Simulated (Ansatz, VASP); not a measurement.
## Two plane-wave programs on Zr3SiO

The input INCAR:

```
SYSTEM = Zr3SiO
ALGO     = Normal         ! electronic algorithm
EDIFF    = 1E-7           ! SCF threshold, eV
ENCUT    = 520            ! plane-wave cutoff, eV
GGA      = PE             ! functional
ISIF     = 2              ! what is computed and relaxed
ISMEAR   = 0              ! smearing method
LASPH    = .TRUE.         ! aspherical terms in the spheres
LCHARG   = .FALSE.        ! write CHGCAR
LREAL    = .FALSE.        ! projectors in reciprocal space
LWAVE    = .FALSE.        ! write WAVECAR
NBANDS   = 31             ! bands
NELM     = 60             ! most SCF steps
PREC     = Accurate       ! precision mode
SIGMA    = 0.1            ! smearing width, eV
```

The input KPOINTS:

```
k-points
0
G
  4 4 4
  0 0 0
```

POSCAR

```
Zr3SiO
1.0
    3.9302816100      0.0000000000      0.0000000000
    0.0000000000      3.9302816100      0.0000000000
    0.0000000000      0.0000000000      4.0408669800
Zr Si O
3 1 1
Direct
    0.0000000000      0.5000000000      0.0642205400
    0.5000000000      0.0000000000      0.0642205400
    0.0000000000      0.0000000000      0.5489717700
    0.0000000000      0.0000000000      0.1000427000
    0.5000000000      0.5000000000      0.5825414700
```

Input for Ansatz:

```yaml
crystal:
  lattice:
    - [3.93028161, 0.0, 0.0]
    - [0.0, 3.93028161, 0.0]
    - [0.0, 0.0, 4.04086698]
  atoms:
    - { symbol: Zr, position: [0.0, 0.5, 0.06422054] }
    - { symbol: Zr, position: [0.5, 0.0, 0.06422054] }
    - { symbol: Zr, position: [0.0, 0.0, 0.54897177] }
    - { symbol: Si, position: [0.0, 0.0, 0.1000427] }
    - { symbol: O, position: [0.5, 0.5, 0.58254147] }
basis:
  ecutwfc: 420
kpoints:
  mp_grid: { grid: [4, 4, 4] }
hamiltonian:
  xc: pbe
scf:
  occupations: { method: gaussian, width: 0.1 }
  lower_state_search: "off"
output:
  forces: true
  stress: true
  eigenvalues: true
```

Change from the starting cell: species swapped into the BaTiO3 type (P4mm, No. 99).

Alike in both runs: task single point; functional PBE; k mesh 4 × 4 × 4; occupations gaussian, width 0.1 eV; no spin polarisation.

|  | VASP | Ansatz |
| --- | --- | --- |
| version | VASP 6.6.1 | Ansatz 0.2.0 |
| potentials or method | VASP PAW PBE potentials, release 64 (Zr_sv, Si, O), cutoff 520 eV | scalar-relativistic, plane waves, PAW |
| valence electrons in the cell | 46 | 46 |

```tsv
	VASP	Ansatz	Ansatz less VASP
gap on the k mesh at the Fermi level (eV)	none	none	-
rms of the force components (eV/Å)	5.258	5.265	+0.0069
```

Atom by atom the forces differ by 0.007 eV/Å (rms over components). A gap of «none» marks a metal or a gap that the smearing closes.

The k mesh is coarse, so the values compare programs but aren't converged.
